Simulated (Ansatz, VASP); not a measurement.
Ir: VASP beside Ansatz

File INCAR:

```
AGGAC = 1.0
AGGAX = 1.0
ALDAC = 0.0
ALDAX = 1.0
ALGO = Normal
EDIFF = 1E-7
EDIFFG = -0.01
ENCUT = 500
GGA = B5
GGA_COMPAT = False
IBRION = 2
ISIF = 3
ISMEAR = -1
LASPH = True
LCHARG = False
LREAL = False
LWAVE = False
NELM = 120
NELMIN = 4
NSW = 60
PREC = Accurate
SIGMA = 0.05
```

File KPOINTS:

```
k-points
0
Gamma
  12 12 12
```

Contents of POSCAR:

```
Ir
1.0
    0.0000000000      1.9156000000      1.9156000000
    1.9156000000      0.0000000000      1.9156000000
    1.9156000000      1.9156000000      0.0000000000
Ir
1
Direct
    0.0000000000      0.0000000000      0.0000000000
```

Contents of input.yaml:

```yaml
crystal:
  lattice:
    - [0.0, 1.9156, 1.9156]
    - [1.9156, 0.0, 1.9156]
    - [1.9156, 1.9156, 0.0]
  atoms:
    - { symbol: Ir, position: [0.0, 0.0, 0.0] }
hamiltonian:
  xc: blyp
  pseudopotentials: { kind: paw }
kpoints:
  mp_grid: { grid: [12, 12, 12] }
scf:
  occupations: { method: fermi_dirac, width: 0.05 }
output:
  forces: true
  stress: true
  eigenvalues: true
  write_density: true
  write_potential: true
  elf: true
  volumetric_format: npy
relax:
  f_tol: 0.01
  max_steps: 40
  cell: { stress_tol: 0.05 }
```

Alike in both runs: task relaxation of cell and atoms; functional BLYP; k mesh 12 × 12 × 12; occupations fermi-dirac, width 0.05 eV; no spin polarisation.

|  | VASP | Ansatz |
| --- | --- | --- |
| version | VASP 6.6.1 | Ansatz 0.2.0 |
| potentials or method | VASP PAW PBE potentials, release 64 (Ir_sv_GW) | Ansatz PAW |
| plane-wave cutoff (eV) | 500 | 420 |
| valence electrons in the cell | 17 | 17 |

```csv
,VASP,Ansatz,Ansatz less VASP
"gap on the k mesh at the Fermi level, each at its own relaxed structure (eV)",none,none,-
relaxed volume (Å³/atom),15.14,15.22,+0.084
relaxed cell length with the largest relative difference (Å),2.777,2.782,+0.0051
```

VASP's potentials were made for PBE, not for BLYP. A gap of «none» marks a metal or a gap that the smearing closes.

Spin-orbit coupling is off throughout. Noted on Ansatz's run: the plane-wave basis is chosen anew once the cell has moved, so the energies of steps on either side of that aren't comparable.
